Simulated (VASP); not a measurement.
# H2Se (P6/mmm) in VASP: a series of runs

Runs on H2Se. Level: PBE. Tasks: single point.

Everything below comes from runs of VASP 6.6.1. Logs are shortened: lines on timing, memory, paths and dates and some standing lists are left out, and cuts for length are marked.

**1. The cell of the first run**

It takes space group P6/mmm (No. 191, hexagonal). Conventional cell: a = 2.662 Å, b = 2.662 Å, c = 6.239 Å, α = 90.00°, β = 90.00°, γ = 120.00°. H (site symmetry -6m2) has 3 H at 1.54 Å within 2.0 Å. Within 3.5 Å of Se (site symmetry 6/mmm) lie 6 Se at 2.66 Å and 12 H at 3.48 Å.

**2. Single point, PBE**

Input file INCAR:

```
ALGO = Normal
EDIFF = 1E-6
ENCUT = 520
GGA = PE
ISIF = 2
ISMEAR = 0
LASPH = True
LCHARG = False
LREAL = False
LWAVE = False
NBANDS = 11
NELM = 100
PREC = Accurate
SIGMA = 0.1
```

Input file KPOINTS:

```
k-points
0
Gamma
  6 6 4
```

Input file POSCAR:

```
H2Se
1.0
    2.6621592004      0.0000000000      0.0000000000
   -1.3310796002      2.3054974965      0.0000000000
    0.0000000000      0.0000000000      6.2391089139
H Se
2 1
Direct
    0.3333333333      0.6666666667      0.5000000000
    0.6666666667      0.3333333333      0.5000000000
    0.0000000000      0.0000000000      0.0000000000
```

Potentials or basis: VASP PAW PBE potentials, release 64 (H, Se).

The run is started by

```bash
> cat potpaw_PBE.64/H/POTCAR potpaw_PBE.64/Se/POTCAR > POTCAR
> mpirun -np 1 vasp_std > vasp.out
```

OUTCAR:

```text
EDIFF = 1E-6
   ENCUT = 520
   GGA = PE
   ISIF = 2
   ISMEAR = 0
   LASPH = True
   LREAL = False
   NELM = 100
   PREC = Accurate

 ion  position               nearest neighbor table
   1  0.333  0.667  0.500-
   2  0.667  0.333  0.500-
   3  0.000  0.000  0.000-

  LATTYP: Found a hexagonal cell.
 ALAT       =     2.6621592004
 C/A-ratio  =     2.3436272755

  Lattice vectors:

 A1 = (   2.6621592004,   0.0000000000,   0.0000000000)
 A2 = (  -1.3310796002,   2.3054974965,   0.0000000000)
 A3 = (   0.0000000000,   0.0000000000,   6.2391089139)

Analysis of symmetry for initial positions (statically):
=====================================================================
 Subroutine PRICEL returns:
 Original cell was already a primitive cell.

 Routine SETGRP: Setting up the symmetry group for a
 hexagonal supercell.

 Subroutine GETGRP returns: Found 24 space group operations
 (whereof 24 operations were pure point group operations)
 out of a pool of 24 trial point group operations.

The static configuration has the point symmetry D_6h.

Analysis of symmetry for dynamics (positions and initial velocities):
=====================================================================
 Subroutine PRICEL returns:
 Original cell was already a primitive cell.

 Routine SETGRP: Setting up the symmetry group for a
 hexagonal supercell.

 Subroutine GETGRP returns: Found 24 space group operations
 (whereof 24 operations were pure point group operations)
 out of a pool of 24 trial point group operations.

The dynamic configuration has the point symmetry D_6h.

 Subroutine INISYM returns: Found 24 space group operations
 (whereof 24 operations are pure point group operations),
 and found     1 'primitive' translations

----------------------------------------------------------------------------------------

                                     Primitive cell

  volume of cell :      38.2932

  direct lattice vectors                    reciprocal lattice vectors
     2.662159200  0.000000000  0.000000000     0.375634936  0.216872931  0.000000000
    -1.331079600  2.305497497  0.000000000     0.000000000  0.433745862  0.000000000
     0.000000000  0.000000000  6.239108914     0.000000000  0.000000000  0.160279299

  length of vectors
     2.662159200  2.662159200  6.239108914     0.433745862  0.433745862  0.160279299

  position of ions in fractional coordinates (direct lattice)
     0.333333333  0.666666667  0.500000000
     0.666666667  0.333333333  0.500000000
     0.000000000  0.000000000  0.000000000

  ion indices of the primitive-cell ions
   primitive index   ion index
                 1           1
                 2           2
                 3           3

----------------------------------------------------------------------------------------

 KPOINTS: k-points

Automatic generation of k-mesh.
 Grid dimensions read from file:
 generate k-points for:    6    6    4

 Generating k-lattice:

  Cartesian coordinates                     Fractional coordinates (reciprocal lattice)
     0.062605823  0.036145489  0.000000000     0.166666667  0.000000000  0.000000000
     0.000000000  0.072290977  0.000000000     0.000000000  0.166666667  0.000000000
     0.000000000  0.000000000  0.040069825     0.000000000  0.000000000  0.250000000

  Length of vectors
     0.072290977  0.072290977  0.040069825

  Shift w.r.t. Gamma in fractional coordinates (k-lattice)
     0.000000000  0.000000000  0.000000000

 Subroutine IBZKPT returns following result:
 ===========================================

 Found     21 irreducible k-points:

 Following reciprocal coordinates:
            Coordinates               Weight
  0.000000  0.000000  0.000000      1.000000
  0.166667  0.000000  0.000000      6.000000
  0.333333  0.000000  0.000000      6.000000
  0.500000  0.000000  0.000000      3.000000
  0.166667  0.166667  0.000000      6.000000
  0.333333  0.166667  0.000000     12.000000
[... 13 lines left out ...]
  0.333333  0.166667  0.500000     12.000000
  0.333333  0.333333  0.500000      2.000000
   k-points           NKPTS =     21   k-points in BZ     NKDIM =     21   number of bands    NBANDS=     11
   number of dos      NEDOS =    301   number of ions     NIONS =      3
   total plane-waves  NPLWV =  19200
   dimension x,y,z NGX =    20 NGY =   20 NGZ =   48
   dimension x,y,z NGXF=    40 NGYF=   40 NGZF=   96
   ions per type =               2   1
   NGX,Y,Z   is equivalent  to a cutoff of  12.49, 12.49, 12.79 a.u.
   NGXF,Y,Z  is equivalent  to a cutoff of  24.98, 24.98, 25.58 a.u.
 SYSTEM =  unknown system
   PREC   = accura    normal or accurate (medium, high low for compatibility)
   ISTART =      0    job   : 0-new  1-cont  2-samecut
   ICHARG =      2    charge: 1-file 2-atom 10-const
   ISPIN  =      1    spin polarized calculation?
   LNONCOLLINEAR =      F non collinear calculations
   LSORBIT =      F    spin-orbit coupling
   LASPH  =      T    aspherical Exc in radial PAW
   ENCUT  =  520.0 eV  38.22 Ry    6.18 a.u.   4.95  4.95 11.60*2*pi/ulx,y,z
   NELM   =    100;   NELMIN=  2; NELMDL= -5     # of ELM steps
   EDIFF  = 0.1E-05   stopping-criterion for ELM
   LREAL  =      F    real-space projection
   EDIFFG = 0.1E-04   stopping-criterion for IOM
   NSW    =      0    number of steps for IOM
   IBRION =     -1    ionic relax: 0-MD 1-quasi-New 2-CG
   NFREE  =      0    steps in history (QN), initial steepest desc. (CG)
   ISIF   =      2    stress and relaxation
   ISYM   =      2    0-nonsym 1-usesym 2-fastsym
   POTIM  = 0.5000    time-step for ionic-motion
   TEBEG  =    0.0;   TEEND  =   0.0 temperature during run
   PSTRESS=    0.0 pullay stress
   NELECT =       8.0000    total number of electrons
   NUPDOWN=      -1.0000    fix difference up-down
   EMIN   =  10.00;   EMAX   =-10.00  energy-range for DOS
   EFERMI =   0.00;   METHOD = LEGACY
   ISMEAR =     0;   SIGMA  =   0.10  broadening in eV -4-tet -1-fermi 0-gaus
   EFERMI_NEDOS =   21; number of points for ismear=-14 and -15
   IALGO  =     38    algorithm
   IMIX   =      4    mixing-type and parameters
     AMIX     =   0.40;   BMIX     =  1.00
     AMIX_MAG =   1.60;   BMIX_MAG =  1.00
  volume/ion in A,a.u.               =      12.76        86.14
  Fermi-wavevector in a.u.,A,eV,Ry     =   0.971399  1.835678 12.838681  0.943616
  Thomas-Fermi vector in A             =   2.101613
   LORBIT       =      0    0 simple, 1 ext, 2 COOP (PROOUT), +10 PAW based schemes
   GGA     = PE    functional components
   LHFCALC =     F    Hartree Fock is set to
   AEXX    =    0.0000 exact exchange contribution
   IVDW    =     0    specifies the selected vdW correction
   LEPSILON=     F    determine dielectric tensor
   LRPA    =     F    only Hartree local field effects (RPA)
 non-spin polarized calculation
 Gauss-broadening in eV      SIGMA  =   0.10
  energy-cutoff  :      520.00
  volume of cell :       38.29
 maximum number of plane-waves:      1050
 NGX is ok and might be reduce to    20
   NGX =  9   NGY =  9   NGZ = 23

 number of electron       8.0000001 magnetization

 Free energy of the ion-electron system (eV)
  ---------------------------------------------------
  ext. energy  EPLUGINS =         0.00000000
  ---------------------------------------------------
  free energy    TOTEN  =        -7.42269684 eV

  energy without entropy =       -7.40439665  energy(sigma->0) =       -7.41354675

 E-fermi :   1.0292     XC(G=0):  -8.7587

 val. band max:        0.9967733237   @ k =   0.3333   0.3333   0.5000
 cond. band min:       1.0418487812   @ k =   0.3333   0.3333   0.2500
 fundamental gap:      0.0450754575
 Fermi energy:         1.0292393511

 k-point     1 :       0.0000    0.0000    0.0000
  band No.  band energies     occupation
      1     -14.9918      2.00000
      2      -5.9295      2.00000
      3      -3.2854      2.00000
      4       7.8665      0.00000
      5       7.8665      0.00000
      6       8.5680      0.00000
      7       8.6967      0.00000
      8      12.2352      0.00000
      9      16.5550      0.00000
     10      16.5550      0.00000
     11      16.9574      0.00000

 k-point     2 :       0.1667    0.0000    0.0000
  band No.  band energies     occupation
      1     -14.2625      2.00000
      2      -5.2300      2.00000
      3      -2.5838      2.00000
      4       3.7260      0.00000
      5       6.4857      0.00000
      6       9.2042      0.00000
      7       9.4054      0.00000
      8       9.9765      0.00000
      9      13.5947      0.00000
     10      16.9898      0.00000
     11      19.2994      0.00000

 k-point     3 :       0.3333    0.0000    0.0000
  band No.  band energies     occupation
      1     -12.1606      2.00000
      2      -3.2343      2.00000
      3      -2.1736      2.00000
      4      -0.6468      2.00000
      5       4.6817      0.00000
      6       5.4831      0.00000
      7       9.4780      0.00000
      8      10.9227      0.00000
      9      11.7691      0.00000
     10      12.9457      0.00000
     11      16.4870      0.00000
[... 225 lines left out ...]
 k-point    20 :       0.3333    0.1667    0.5000
  band No.  band energies     occupation
      1     -10.3370      2.00000
      2      -4.1228      2.00000
      3      -1.5849      2.00000
      4       0.6232      2.00000
      5       1.0941      0.35903
      6       3.3551      0.00000
      7       9.2149      0.00000
      8      10.4785      0.00000
      9      11.9186      0.00000
     10      14.2332      0.00000
     11      15.0285      0.00000

 k-point    21 :       0.3333    0.3333    0.5000
  band No.  band energies     occupation
      1      -8.9343      2.00000
      2      -3.4669      2.00000
      3      -3.4669      2.00000
      4       0.9968      1.35387
      5       0.9968      1.35387
      6       1.8171      0.00000
      7       9.9311      0.00000
      8      10.2336      0.00000
      9      10.2336      0.00000
     10      14.2334      0.00000
     11      14.2993      0.00000

------------------------ aborting loop because EDIFF is reached ----------------------------------------

  FORCE on cell =-STRESS in cart. coord.  units (eV):
  Direction    XX          YY          ZZ          XY          YZ          ZX
  --------------------------------------------------------------------------------------
  -------------------------------------------------------------------------------------
  Total        0.0060417      0.0060417      0.0316759      0.0000000     -0.0000000      0.0000000
  in kB        0.2527839      0.2527839      1.3253140      0.0000000     -0.0000000      0.0000000
  external PRESSURE =       0.6102939 kB  Pullay stress =       0.0000000 kB

 VOLUME and BASIS-vectors are now :
 -----------------------------------------------------------------------------
  energy-cutoff  :      520.00
  volume of cell :       38.29
      direct lattice vectors                 reciprocal lattice vectors
     2.662159200  0.000000000  0.000000000     0.375634936  0.216872931  0.000000000
    -1.331079600  2.305497497  0.000000000     0.000000000  0.433745862  0.000000000
     0.000000000  0.000000000  6.239108914     0.000000000  0.000000000  0.160279299

 POSITION                                       TOTAL-FORCE (eV/Angst)
 -----------------------------------------------------------------------------------
     -0.00000      1.53700      3.11955        -0.000000      0.000000      0.000000
      1.33108      0.76850      3.11955         0.000000      0.000000      0.000000
      0.00000      0.00000      0.00000        -0.000000      0.000000      0.000000
 -----------------------------------------------------------------------------------
    total drift:                               -0.000000      0.000000      0.000000

  FREE ENERGIE OF THE ION-ELECTRON SYSTEM (eV)
  ---------------------------------------------------
  free  energy   TOTEN  =        -7.4226968418 eV

  energy  without entropy=       -7.4043966498  energy(sigma->0) =       -7.41354675
```

Wall time 7 s (1 thread of Intel Xeon Platinum 8488C (Sapphire Rapids), shared host); peak memory 0.15 GiB.

Results:

```yaml
Free_energy: -7.4227 eV
Pressure: 0.1 GPa
Band_gap_on_the_k_mesh: zero (bands 4 and 5 overlap by 7.00 eV)
```

Stress tensor (GPa, compression positive):
```
0.03 0.00 0.00
0.00 0.03 0.00
0.00 0.00 0.13
```

Caveat: the k points lie up to 0.45 Å⁻¹ apart, too coarse for converged energies and pressures of a metal; this functional lacks dispersion, which binds the layers, so the pressure and a relaxed spacing across them are unreliable.

**3. Single point, PBE**

This run uses another cell than the first one, of 9.26 Å³/atom.

Input file INCAR:

```
PREC = Accurate ; ENCUT = 520
EDIFF = 1E-6 ; ISMEAR = 0
SIGMA = 0.1 ; LREAL = False
LASPH = True ; NELM = 80
ALGO = Normal ; ISIF = 2
LWAVE = False ; LCHARG = True
GGA = PE ; LELF = True
LVHAR = True ; NBANDS = 11
```

Input file KPOINTS:

```
Automatic mesh
0
Gamma
  6 6 6
```

Input file POSCAR:

```
H2Se
1.0
    3.5535595477      0.0000000000      0.0000000000
   -1.7767797739      3.0774728422      0.0000000000
    0.0000000000      0.0000000000      2.5407981780
H Se
2 1
Direct
    0.3333333333      0.6666666667      0.5000000000
    0.6666666667      0.3333333333      0.5000000000
    0.0000000000      0.0000000000      0.0000000000
```

Potentials or basis: VASP PAW PBE potentials, release 64 (H, Se).

The run is started by

```bash
> cat potpaw_PBE.64/H/POTCAR potpaw_PBE.64/Se/POTCAR > POTCAR
> mpirun -np 1 vasp_std > vasp.out
```

Wall time 5.6 s (1 thread of Intel Xeon Platinum 8488C (Sapphire Rapids), shared host); peak memory 0.14 GiB.

The run converged. Its results:

- Free energy: -6.4119 eV
- Pressure: 0.0 GPa
- Band gap on the k mesh: zero (bands 4 and 5 overlap by 5.21 eV)

Stress tensor (GPa, compression positive):
```
-0.05  0.00  0.00
 0.00 -0.05  0.00
 0.00  0.00  0.12
```

Levels at points of the mesh, in eV from the Fermi level:
| k point | band 1 | band 2 | band 3 | band 4 | band 5 | band 6 | band 7 | band 8 | band 9 |
| --- | --- | --- | --- | --- | --- | --- | --- | --- | --- |
| (0.00, 0.00, 0.00) | -16.68 | -2.77 | -2.09 | -2.09 | 0.86 | 4.35 | 6.50 | 6.50 | 9.42 |
| (0.50, 0.00, 0.00) | -15.31 | -8.87 | -3.32 | -2.56 | 4.91 | 5.01 | 11.50 | 14.81 | 14.83 |
| (0.00, 0.00, 0.50) | -12.34 | -9.38 | 0.72 | 0.80 | 0.80 | 2.87 | 7.78 | 8.91 | 8.91 |
| (0.50, 0.00, 0.50) | -11.37 | -7.27 | -3.70 | -3.25 | -0.12 | 0.39 | 6.60 | 7.22 | 14.86 |

Caveat: the k points lie up to 0.41 Å⁻¹ apart, too coarse for converged energies and pressures of a metal.

**4. Single point, PBE**

This run uses another cell than the first one, of 14.51 Å³/atom.

Input file INCAR:

```
PREC     = Accurate       # precision mode
ENCUT    = 520            # plane-wave cutoff, eV
EDIFF    = 1E-6           # SCF threshold, eV
ISMEAR   = 0              # smearing method
SIGMA    = 0.1            # smearing width, eV
LREAL    = F              # projectors in reciprocal space
LASPH    = T              # aspherical terms in the spheres
NELM     = 80             # most SCF steps
ALGO     = Normal         # electronic algorithm
ISIF     = 2              # what is computed and relaxed
LWAVE    = F              # write WAVECAR
LCHARG   = T              # write CHGCAR
GGA      = PE             # functional
LELF     = T              # ELF
LVHAR    = T            
NBANDS   = 11             # bands
```

Input file KPOINTS:

```
regular mesh
0
Gamma
  18 18 8
```

Input file POSCAR:

```
H2Se
1.0
    2.6418368036      0.0000000000      0.0000000000
   -1.3209184018      2.2878977846      0.0000000000
    0.0000000000      0.0000000000      7.2037135861
H Se
2 1
Direct
    0.3333333333      0.6666666667      0.5000000000
    0.6666666667      0.3333333333      0.5000000000
    0.0000000000      0.0000000000      0.0000000000
```

The run is started by

```bash
> cat potpaw_PBE.64/H/POTCAR potpaw_PBE.64/Se/POTCAR > POTCAR
> mpirun -np 1 vasp_std > vasp.out
```

Run time: 44 s. Hardware: 1 thread of Intel Xeon Platinum 8488C (Sapphire Rapids), shared host; peak memory 0.22 GiB.

The run converged. Its results:

* Free energy: -7.5230 eV
* Pressure: 0.0 GPa
* Band gap on the k mesh: zero (bands 4 and 5 overlap by 6.93 eV)

Levels at points of the mesh, in eV from the Fermi level:
| k point | band 1 | band 2 | band 3 | band 4 | band 5 | band 6 | band 7 | band 8 |
| --- | --- | --- | --- | --- | --- | --- | --- | --- |
| (0.00, 0.00, 0.00) | -16.84 | -7.09 | -4.78 | 5.63 | 5.68 | 6.41 | 6.41 | 11.44 |
| (0.50, 0.00, 0.00) | -11.62 | -7.65 | -2.15 | -0.34 | 1.29 | 2.39 | 5.79 | 8.81 |
| (0.00, 0.00, 0.50) | -16.84 | -7.19 | -4.55 | 3.39 | 6.41 | 6.41 | 10.20 | 11.44 |
| (0.50, 0.00, 0.50) | -11.62 | -7.64 | -2.16 | -0.43 | 1.45 | 2.39 | 6.12 | 8.81 |

Caveat: this functional lacks dispersion, which binds the layers, so the pressure and a relaxed spacing across them are unreliable.

**5. Single point, PBE**

This run uses another cell than the first one, of 8.80 Å³/atom.

Input file INCAR:

```
SYSTEM = H2Se
PREC = Accurate
ENCUT = 520
EDIFF = 1E-6
ISMEAR = 0
SIGMA = 0.1
LREAL = .False.
LASPH = .True.
NELM = 80
ALGO = Normal
ISIF = 2
LWAVE = .False.
LCHARG = .False.
GGA = PE
NBANDS = 11
```

Input file KPOINTS:

```
regular mesh
0
Gamma
  18 18 18
  0 0 0
```

Input file POSCAR:

```
H2Se
1.0
    3.2722531348      0.0000000000      0.0000000000
   -1.6361265674      2.8338543423      0.0000000000
    0.0000000000      0.0000000000      2.8462145650
H Se
2 1
Direct
    0.3333333333      0.6666666667      0.5000000000
    0.6666666667      0.3333333333      0.5000000000
    0.0000000000      0.0000000000      0.0000000000
```

The run is started by

```bash
> cat potpaw_PBE.64/H/POTCAR potpaw_PBE.64/Se/POTCAR > POTCAR
> mpirun -np 1 vasp_std > vasp.out
```

It took 33 s on 1 thread of Intel Xeon Platinum 8488C (Sapphire Rapids), shared host; peak memory 0.22 GiB.

Results (log left out):

| Quantity | Value |
| --- | --- |
| Free energy | -6.6326 eV |
| Pressure | -0.1 GPa |
| Band gap on the k mesh | zero (bands 4 and 5 overlap by 5.85 eV) |

Levels at points of the mesh, in eV from the Fermi level:
```
           k point  band 2  band 3  band 4  band 5  band 6  band 7
(0.00, 0.00, 0.00)   -1.84   -0.11   -0.11    1.09    2.53    7.16
(0.50, 0.00, 0.00)   -8.91   -1.91   -1.55    2.45    4.55    9.35
(0.00, 0.00, 0.50)   -9.83    1.50    1.50    2.87    3.76    8.78
(0.50, 0.00, 0.50)   -6.17   -4.59   -4.51    0.05    1.05    7.01
```

**6. Overview**

```tsv
cell	k mesh	gap on the mesh (eV)	pressure (GPa)
a = 2.662, b = 2.662, c = 6.239 Å, angles 90.0, 90.0, 120.0°, 3 atoms	6 × 6 × 4	none	0.1
a = 3.554, b = 3.554, c = 2.541 Å, angles 90.0, 90.0, 120.0°, 3 atoms	6 × 6 × 6	none	0.0
a = 2.642, b = 2.642, c = 7.204 Å, angles 90.0, 90.0, 120.0°, 3 atoms	18 × 18 × 8	none	0.0
a = 3.272, b = 3.272, c = 2.846 Å, angles 90.0, 90.0, 120.0°, 3 atoms	18 × 18 × 18	none	-0.1
```

Alike in all rows: task single point; level PBE; potentials or basis VASP PAW PBE potentials, release 64 (H, Se); no spin polarisation; cutoff (eV) 520; smearing gaussian 0.1 eV.

Caveats: some runs use coarse meshes; this functional lacks dispersion, which binds the layers, so the pressure and a relaxed spacing across them are unreliable (at least some runs).

Total energies depend on the potentials used, so only differences within one code and one set of settings carry meaning.
